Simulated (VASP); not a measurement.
# SiO3 (I4/mmm) in VASP: notebook

SiO3 is run at these levels: PBE; tasks: relaxation of cell and atoms.

All numbers are computed with VASP 6.6.1; they aren't measurements. Logs are shortened: lines on timing, memory, paths and dates and some standing lists are left out, and cuts for length are marked.

## (1) The cell of the first run

The structure is tetragonal, space group I4/mmm (No. 139). The conventional cell has a = 3.231 Å, b = 3.231 Å, c = 7.218 Å, α = 90.00°, β = 90.00°, γ = 90.00°. Si (site symmetry 4/mmm) has 12 O at 2.29 to 2.42 Å within 3.0 Å. Within 3.0 Å of O (site symmetry 4/mmm) lie 4 Si at 2.29 Å and 8 O at 2.42 Å. Within 3.0 Å of O (site symmetry -4m2) lie 8 O at 2.29 to 2.42 Å and 4 Si at 2.42 Å.

## (2) Relaxation of cell and atoms, PBE, collinear spin, ferromagnetic start

Contents of INCAR:

```
PREC = Accurate
ENCUT = 600
EDIFF = 1E-7
ISMEAR = 0
SIGMA = 0.1
LREAL = F
LASPH = T
NELM = 150
ALGO = Normal
ISIF = 3
LWAVE = F
LCHARG = F
ISPIN = 2
MAGMOM = 0 0.54 0.87 0.87
LORBIT = 11
GGA = PE
IBRION = 2
NSW = 90
EDIFFG = -0.04
```

Contents of KPOINTS:

```
regular mesh
0
Gamma
  8 8 8
```

Contents of POSCAR:

```
SiO3
1.0
   -1.6157464345      1.6157464345      3.6091998276
    1.6157464345     -1.6157464345      3.6091998276
    1.6157464345      1.6157464345     -3.6091998276
Si O
1 3
Direct
    0.0000000000      0.0000000000      0.0000000000
    0.5000000000      0.5000000000      0.0000000000
    0.2500000000      0.7500000000      0.5000000000
    0.7500000000      0.2500000000      0.5000000000
```

Potentials or basis: VASP PAW PBE potentials, release 64 (Si, O).

Started as:

```sh
> cat potpaw_PBE.64/Si/POTCAR potpaw_PBE.64/O/POTCAR > POTCAR
> mpirun -np 1 vasp_std > vasp.out
```

OUTCAR:

```text
PREC = Accurate
   ENCUT = 600
   EDIFF = 1E-7
   ISMEAR = 0
   LREAL = F
   LASPH = T
   NELM = 150
   ISIF = 3
   ISPIN = 2
   LORBIT = 11
   GGA = PE
   IBRION = 2
   NSW = 90
   EDIFFG = -0.04

 ion  position               nearest neighbor table
   1  0.000  0.000  0.000-   2 2.29   2 2.29   2 2.29   2 2.29   4 2.42   3 2.42   4 2.42   3 2.42
                             4 2.42   4 2.42   3 2.42   3 2.42
   2  0.500  0.500  0.000-   1 2.29   1 2.29   1 2.29   1 2.29
   3  0.250  0.750  0.500-   1 2.42   1 2.42   1 2.42   1 2.42
   4  0.750  0.250  0.500-   1 2.42   1 2.42   1 2.42   1 2.42

  LATTYP: Found a body centered tetragonal cell.
 ALAT       =     3.2314928690
 C/A-ratio  =     2.2337662337

  Lattice vectors:

 A1 = (  -1.6157464345,   1.6157464345,   3.6091998276)
 A2 = (   1.6157464345,  -1.6157464345,   3.6091998276)
 A3 = (   1.6157464345,   1.6157464345,  -3.6091998276)

Analysis of symmetry for initial positions (statically):
=====================================================================
 Subroutine PRICEL returns:
 Original cell was already a primitive cell.

 Routine SETGRP: Setting up the symmetry group for a
 body centered tetragonal supercell.

 Subroutine GETGRP returns: Found 16 space group operations
 (whereof 16 operations were pure point group operations)
 out of a pool of 16 trial point group operations.

The static configuration has the point symmetry D_4h.

Analysis of symmetry for dynamics (positions and initial velocities):
=====================================================================
 Subroutine PRICEL returns:
 Original cell was already a primitive cell.

 Routine SETGRP: Setting up the symmetry group for a
 body centered tetragonal supercell.

 Subroutine GETGRP returns: Found 16 space group operations
 (whereof 16 operations were pure point group operations)
 out of a pool of 16 trial point group operations.

The dynamic configuration has the point symmetry D_4h.

Analysis of structural, dynamic, and magnetic symmetry:
=====================================================================
 Subroutine PRICEL returns:
 Original cell was already a primitive cell.

 Routine SETGRP: Setting up the symmetry group for a
 body centered tetragonal supercell.

 Subroutine GETGRP returns: Found 16 space group operations
 (whereof 16 operations were pure point group operations)
 out of a pool of 16 trial point group operations.

The overall configuration has the point symmetry D_4h.

 Subroutine INISYM returns: Found 16 space group operations
[... 138 lines left out ...]
 NGX is ok and might be reduce to    36
   NGX = 17   NGY = 17   NGZ = 17

--------------------------------------- Ionic step        1  -------------------------------------------

 number of electron      21.9999998 magnetization       2.0506206

 Free energy of the ion-electron system (eV)
  ---------------------------------------------------
  ext. energy  EPLUGINS =         0.00000000
  ---------------------------------------------------
  free energy    TOTEN  =       -17.87793864 eV

  energy without entropy =      -17.86707857  energy(sigma->0) =      -17.87250860

------------------------ aborting loop because EDIFF is reached ----------------------------------------

  FORCE on cell =-STRESS in cart. coord.  units (eV):
  Direction    XX          YY          ZZ          XY          YZ          ZX
  --------------------------------------------------------------------------------------
  -------------------------------------------------------------------------------------
  Total       -4.2256093     -4.2256093     -3.1313802      0.0000000      0.0000000     -0.0000000
  in kB     -179.6315387   -179.6315387   -133.1156312      0.0000000      0.0000000     -0.0000000
  external PRESSURE =    -164.1262362 kB  Pullay stress =       0.0000000 kB
[... 95 lines left out ...]
  FREE ENERGIE OF THE ION-ELECTRON SYSTEM (eV)
  ---------------------------------------------------
  free  energy   TOTEN  =       -18.2529934843 eV

  energy  without entropy=      -18.2447863112  energy(sigma->0) =      -18.24888990

 E-fermi :  10.1174     XC(G=0): -12.9206

 val. band max:       10.1126313881   @ k =  -0.3750  -0.3750   0.2500
 cond. band min:      10.1396767463   @ k =   0.2500   0.1250   0.1250
 fundamental gap:      0.0270453582
 Fermi energy:        10.1173872210

 spin component 1

 k-point     1 :       0.0000    0.0000    0.0000
  band No.  band energies     occupation
      1     -14.6385      1.00000
      2     -11.4896      1.00000
      3      -4.2658      1.00000
      4      -0.6351      1.00000
      5       2.7425      1.00000
      6       2.7425      1.00000
[... 895 lines left out ...]
      5       0.5342      1.00000
      6       2.3291      1.00000
[... 8 lines left out ...]
     15      17.0554      0.00000
     16      19.1047      0.00000

 [... further k-points ...]

[... ionic steps 4 to 13 ...]

--------------------------------------- Ionic step       14  -------------------------------------------

 number of electron      21.9999990 magnetization      -0.0000001

 number of electron      21.9999990 magnetization       0.0000001
[... 73 lines left out ...]
--------------------------------------- Ionic step       16  -------------------------------------------

 number of electron      21.9999995 magnetization       0.0000001

 Free energy of the ion-electron system (eV)
  ---------------------------------------------------
  ext. energy  EPLUGINS =         0.00000000
  ---------------------------------------------------
  free energy    TOTEN  =       -19.20338240 eV

  energy without entropy =      -19.19197508  energy(sigma->0) =      -19.19767874

 E-fermi :   7.3304     XC(G=0): -12.1218

 val. band max:        7.3142570472   @ k =   0.2500   0.1250   0.1250
 cond. band min:       7.3550829087   @ k =   0.3750   0.2500   0.0000
 fundamental gap:      0.0408258615
 Fermi energy:         7.3303858915

 spin component 1

 k-point     1 :       0.0000    0.0000    0.0000
  band No.  band energies     occupation
      1     -15.1801      1.00000
      2     -12.8397      1.00000
      3      -6.8314      1.00000
      4      -1.3168      1.00000
      5       1.2724      1.00000
      6       1.2724      1.00000
[... 938 lines left out ...]
  FREE ENERGIE OF THE ION-ELECTRON SYSTEM (eV)
  ---------------------------------------------------
  free  energy   TOTEN  =       -19.2033824024 eV

  energy  without entropy=      -19.1919750807  energy(sigma->0) =      -19.19767874

 reached required accuracy - stopping structural energy minimisation

 total charge

# of ion       s       p       d       tot
------------------------------------------
    1        0.809   0.502   0.000   1.310
    2        1.579   3.463   0.000   5.042
    3        1.648   3.076   0.000   4.725
    4        1.648   3.076   0.000   4.725
--------------------------------------------------
tot          5.685  10.117   0.000  15.802

 magnetization (x)

# of ion       s       p       d       tot
------------------------------------------
    1        0.000   0.000   0.000   0.000
    2       -0.000   0.000   0.000   0.000
    3        0.000   0.000   0.000   0.000
    4        0.000   0.000   0.000   0.000
--------------------------------------------------
tot          0.000   0.000   0.000   0.000
```

OSZICAR:

```text
N       E                     dE             d eps       ncg     rms          rms(c)
DAV:   1     0.100495801781E+03    0.10050E+03   -0.13045E+04  3808   0.141E+03
DAV:   2    -0.157390188188E+02   -0.11623E+03   -0.11263E+03  5376   0.273E+02
[... 194 lines left out ...]
DAV:   1    -0.192149313889E+02   -0.16227E-01   -0.94223E-01  3776   0.867E+00    0.737E-01
DAV:   2    -0.192118745813E+02    0.30568E-02   -0.36925E-02  4336   0.142E+00    0.721E-01
DAV:   3    -0.192059614953E+02    0.59131E-02   -0.16450E-02  4288   0.906E-01    0.342E-01
DAV:   4    -0.192033653152E+02    0.25962E-02   -0.47678E-03  4016   0.552E-01    0.261E-02
DAV:   5    -0.192033805379E+02   -0.15223E-04   -0.17580E-04  4128   0.107E-01    0.166E-02
DAV:   6    -0.192033823721E+02   -0.18342E-05   -0.40534E-06  4384   0.187E-02    0.610E-03
DAV:   7    -0.192033824024E+02   -0.30272E-07   -0.97084E-07  4128   0.893E-03
  16 F= -.19203382E+02 E0= -.19197679E+02  d E =-.829595E-02  mag=     0.0000
```

CONTCAR:

```text
SiO3
   1.00000000000000
    -1.3949663623812416    1.3949663623812416    4.3619236422364862
     1.3949663623812416   -1.3949663623812416    4.3619236422364862
     1.3949663623812416    1.3949663623812416   -4.3619236422364862
  Si              O
     1     3
Direct
     0.0000000000000000    0.0000000000000000    0.0000000000000000
     0.5000000000000000    0.5000000000000000    0.0000000000000000
     0.2500000000000000    0.7500000000000000    0.5000000000000000
     0.7500000000000000    0.2500000000000000    0.5000000000000000

  0.00000000E+00  0.00000000E+00  0.00000000E+00
  0.00000000E+00  0.00000000E+00  0.00000000E+00
  0.00000000E+00  0.00000000E+00  0.00000000E+00
  0.00000000E+00  0.00000000E+00  0.00000000E+00
```

It took 26 min on 1 thread of Oxide Virtual Turin-like, shared host; peak memory 0.26 GiB.

Results:

| Quantity | Value |
| --- | --- |
| Free energy | -19.2034 eV |
| Relaxed volume | 8.49 Å³/atom |
| Relaxed cell | a = 4.787 Å, b = 4.787 Å, c = 4.787 Å, α = 146.12°, β = 146.12°, γ = 48.67° |
| Space group after relaxing (to 0.1 Å) | I4/mmm (No. 139) |
| Energy gained by relaxing | 331.4 meV/atom |
| Ionic steps | 16 |
| Pressure after relaxing | 0.2 GPa |
| Band gap on the k mesh | zero (filled and empty bands overlap) |
| Net moment | 0.00 μB per cell |
| Valence electrons inside the program's atomic spheres | Si 1.31; O 5.04, 4.72 (each value once) |

The path:
| step | energy change (eV) | largest force (eV/Å) | pressure (GPa) | volume (Å³) |
| --- | --- | --- | --- | --- |
| 1 | 0.0000 | 0.0000 | -16.41 | 37.69 |
| 2 | -0.3633 | 0.0000 | -3.40 | 32.66 |
| 3 | -0.3751 | 0.0000 | 2.29 | 31.64 |
| 4 | -0.3757 | 0.0000 | 1.11 | 31.84 |
| 5 | -0.4993 | 0.0000 | 5.24 | 31.18 |
| 6 | -0.8011 | 0.0000 | 25.46 | 29.01 |
| 7 | -0.8284 | 0.0000 | 26.09 | 29.05 |
| 8 | -0.8906 | 0.0000 | 28.66 | 29.14 |
| 9 | -0.8820 | 0.0000 | 35.43 | 29.25 |
| 10 | -0.9120 | 0.0000 | 31.95 | 29.21 |
| 11 | -0.9945 | 0.0000 | 28.03 | 29.67 |
| 12 | -1.1827 | 0.0000 | 17.83 | 31.09 |
| 13 | -1.3173 | 0.0000 | 1.84 | 34.02 |
| 14 | -1.3171 | 0.0000 | 2.27 | 33.92 |
| 15 | -1.3208 | 0.0000 | 1.73 | 33.93 |
| 16 | -1.3254 | 0.0000 | 0.25 | 33.95 |

Final structure:
```
Si O
1.0
    -1.39497    1.39497    4.36192
     1.39497   -1.39497    4.36192
     1.39497    1.39497   -4.36192
Si O
1 3
Direct
  0.00000 0.00000 0.00000
  0.50000 0.50000 0.00000
  0.25000 0.75000 0.50000
  0.75000 0.25000 0.50000
```

Levels at points of the mesh, in eV from the Fermi level:
Spin up:
```
           k point  band 7  band 8  band 9  band 10  band 11  band 12  band 13  band 14  band 15  band 16
(0.00, 0.00, 0.00)   -4.84   -4.84   -3.28    -1.78    -0.89     1.87     1.87     5.78     6.76    10.87
(0.50, 0.00, 0.00)   -4.01   -2.39   -2.02    -2.01    -1.93    -1.28     2.66     3.16     4.43     6.67
(0.50, 0.50, 0.00)   -7.86   -3.47   -3.08    -3.03    -1.97     2.88     2.89     4.01     8.88     9.55
(0.50, 0.50, 0.50)   -5.32   -4.45   -4.45    -0.81    -0.57     1.88     1.88     4.18     5.92    11.24
```
Spin down:
```csv
k point,band 8,band 9,band 10,band 11,band 12,band 13,band 14,band 15
"(0.00, 0.00, 0.00)",-4.84,-3.28,-1.78,-0.89,1.87,1.87,5.78,6.76
"(0.50, 0.00, 0.00)",-2.39,-2.02,-2.01,-1.93,-1.28,2.66,3.16,4.43
"(0.50, 0.50, 0.00)",-3.47,-3.08,-3.03,-1.97,2.88,2.89,4.01,8.88
"(0.50, 0.50, 0.50)",-4.45,-4.45,-0.81,-0.57,1.88,1.88,4.18,5.92
```

## (3) Relaxation of cell and atoms, PBE

This run uses another cell than the first one, of 8.63 Å³/atom.

Contents of INCAR:

```
SYSTEM = SiO3
PREC = Accurate
ENCUT = 600
EDIFF = 1E-6
ISMEAR = 0
SIGMA = 0.1
LREAL = .False.
LASPH = .True.
NELM = 80
ALGO = Fast
ISIF = 3
LWAVE = .False.
LCHARG = .False.
GGA = PE
IBRION = 2
NSW = 100
EDIFFG = -0.01
```

Contents of KPOINTS:

```
Automatic mesh
0
Gamma
  22 22 22
  0 0 0
```

Contents of POSCAR:

```
SiO3
1.0
   -1.3949156428      1.3949156428      4.4364975289
    1.3949156428     -1.3949156428      4.4364975289
    1.3949156428      1.3949156428     -4.4364975289
Si O
1 3
Direct
    0.0000000000      0.0000000000      0.0000000000
    0.5000000000      0.5000000000      0.0000000000
    0.2500000000      0.7500000000      0.5000000000
    0.7500000000      0.2500000000      0.5000000000
```

Potentials or basis: VASP PAW PBE potentials, release 64 (Si, O).

Started as:

```sh
> cat potpaw_PBE.64/Si/POTCAR potpaw_PBE.64/O/POTCAR > POTCAR
> mpirun -np 1 vasp_std > vasp.out
```

Wall time 44 min (1 thread of Oxide Virtual Turin-like, shared host); peak memory 0.58 GiB.

It converged, with:

```
Free energy                           : -19.2312 eV
Relaxed volume                        : 8.57 Å³/atom
Relaxed cell                          : a = 4.826 Å, b = 4.826 Å, c = 4.826 Å, α = 146.40°, β = 146.40°, γ = 48.25°
Space group after relaxing (to 0.1 Å) : I4/mmm (No. 139)
Energy gained by relaxing             : 0.3 meV/atom
Ionic steps                           : 3
Pressure after relaxing               : 0.1 GPa
Band gap on the k mesh                : zero (bands 11 and 12 overlap by 2.09 eV)
```

Stress tensor (GPa, compression positive):
```
 0.12  0.00  0.00
 0.00  0.12  0.00
 0.00  0.00 -0.03
```

Step by step:
| step | energy change (eV) | largest force (eV/Å) | pressure (GPa) | volume (Å³) |
| --- | --- | --- | --- | --- |
| 1 | 0.0000 | 0.0000 | -0.43 | 34.53 |
| 2 | -0.0007 | 0.0000 | -0.18 | 34.42 |
| 3 | -0.0010 | 0.0000 | 0.07 | 34.29 |

Final structure:
```xyz
4
Lattice="-1.3950 1.3950 4.4048 1.3950 -1.3950 4.4048 1.3950 1.3950 -4.4048" Properties=species:S:1:pos:R:3 pbc="T T T"
Si    0.0000    0.0000    0.0000
O     0.0000    0.0000    4.4048
O     1.3950    0.0000    2.2024
O     0.0000    1.3950    2.2024
```

Levels at points of the mesh, in eV from the Fermi level:
```
           k point  band 9  band 10  band 11  band 12  band 13  band 14
(0.00, 0.00, 0.00)   -3.38    -1.90    -0.85     1.89     1.89     5.64
(0.50, 0.00, 0.00)   -2.00    -1.99    -1.91    -1.34     2.56     3.06
(0.50, 0.50, 0.00)   -3.16    -2.99    -1.99     2.89     2.90     3.92
(0.50, 0.50, 0.50)   -4.47    -0.94    -0.54     1.89     1.89     4.06
```

The gap in the log of VASP goes by the Fermi energy; the results here count the filled bands.